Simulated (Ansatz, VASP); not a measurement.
# HgTe in VASP and in Ansatz

```xyz
2
Lattice="-3.0456 3.0456 1.5594 3.0456 -3.0456 1.5594 3.0456 3.0456 -1.5594" Properties=species:S:1:pos:R:3 pbc="T T T"
Hg    3.0456    0.0000    0.7797
Te    0.0000    0.0000    0.0000
```

Alike in both runs: task single point; functional r2SCAN; k mesh 6 × 6 × 6; occupations gaussian, width 0.1 eV; no spin polarisation.

|  | VASP | Ansatz |
| --- | --- | --- |
| version | VASP 6.6.1 | Ansatz 0.2.0 |
| potentials or method | VASP PAW PBE potentials, release 64 (Hg, Te), cutoff 520 eV | scalar-relativistic, plane waves, PAW |
| valence electrons in the cell | 18 | 36 |

Ansatz gave:

| Quantity | Value |
| --- | --- |
| gap on the k mesh at the Fermi level (eV) | none |
| pressure (GPa) | -1.0 |
| traceless stress, the component that is largest in VASP (GPa) | -0.12 |

Question: Estimate VASP's values.

Answer: gap on the k mesh at the Fermi level (eV): none; pressure (GPa): -0.9; traceless stress, the component that is largest in VASP (GPa): -0.12.

VASP's potentials were made for PBE, not for r2SCAN. A gap of «none» marks a metal or a gap that the smearing closes. VASP's potentials hold 18 valence electrons a cell and Ansatz's 36, so a difference there can come from the potentials and not from the codes.

The k mesh is coarse, so the values compare programs but aren't converged. Spin-orbit coupling is off throughout.
